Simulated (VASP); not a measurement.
## CuO2: single point with PBEsol

Crystal: CuO2.

```xyz
3
Lattice="2.4213 0.0000 0.0000 0.0000 6.4460 0.0000 0.0000 0.0000 7.0670" Properties=species:S:1:pos:R:3 pbc="T T T"
Cu    0.0000    3.2230    0.0000
O     0.0000    3.2230    2.9147
O     0.0000    3.2230    4.1523
```

```yaml
Program: VASP 6.6.1
Task: single point
Functional: PBEsol
Potentials_or_basis: VASP PAW PBE potentials, release 64 (Cu, O)
Cutoff: 520 eV
k_mesh: 18 × 8 × 6
Occupations: gaussian, width 0.1 eV
Spin: no spin polarisation
```

```
Pressure               : -1.7 GPa
Largest force          : 0.018 eV/Å
Band gap on the k mesh : zero (an odd number of electrons rules out a gap without spin polarisation)
```

Forces on the atoms (eV/Å):
```
Cu   0.000  0.000  0.000
O    0.000  0.000  0.018
O    0.000  0.000 -0.018
```

Stress tensor (GPa, compression positive):
```
-4.19  0.00  0.00
 0.00 -0.06  0.00
 0.00  0.00 -0.75
```

Levels at points of the mesh, in eV from the Fermi level:
| k point | band 8 | band 9 | band 10 | band 11 | band 12 | band 13 | band 14 | band 15 | band 16 | band 17 |
| --- | --- | --- | --- | --- | --- | --- | --- | --- | --- | --- |
| (0.00, 0.00, 0.00) | -0.73 | -0.46 | -0.28 | -0.10 | -0.09 | 1.50 | 3.72 | 3.74 | 5.32 | 7.82 |
| (0.50, 0.00, 0.00) | -1.16 | -0.45 | -0.40 | -0.10 | 0.31 | 3.89 | 6.37 | 8.24 | 9.76 | 11.18 |
| (0.00, 0.50, 0.00) | -0.70 | -0.44 | -0.28 | -0.10 | -0.09 | 1.50 | 2.99 | 3.81 | 6.81 | 7.63 |
| (0.50, 0.50, 0.00) | -1.16 | -0.45 | -0.40 | -0.10 | 0.31 | 3.92 | 6.47 | 8.27 | 9.08 | 10.03 |
| (0.00, 0.00, 0.50) | -0.70 | -0.67 | -0.43 | -0.09 | -0.09 | 1.50 | 3.88 | 4.32 | 6.31 | 6.37 |
| (0.50, 0.00, 0.50) | -1.37 | -0.43 | -0.42 | -0.14 | 0.28 | 3.99 | 6.02 | 9.83 | 10.00 | 10.27 |
| (0.00, 0.50, 0.50) | -0.70 | -0.67 | -0.45 | -0.09 | -0.09 | 1.50 | 3.19 | 4.64 | 5.87 | 8.37 |
| (0.50, 0.50, 0.50) | -1.37 | -0.43 | -0.42 | -0.13 | 0.28 | 4.02 | 6.09 | 9.20 | 10.05 | 10.52 |

Run time: 13 min on 1 thread of Intel Xeon 8259CL, on a shared host, peak memory 0.49 GiB.

Caveat: the standard files for N, O and F lose accuracy on very short bonds; the PAW data sets were made with another functional, which shifts forces and pressure a little; an odd number of electrons without spin polarisation forces a metal; a magnetic or distorted state may lie lower; semilocal functionals often make such compounds metallic where correlation or magnetic order opens a gap, which also shifts bond lengths. With open d or f shells a metallic result of PBEsol can be an artefact of self-interaction; +U or a hybrid may open a gap.
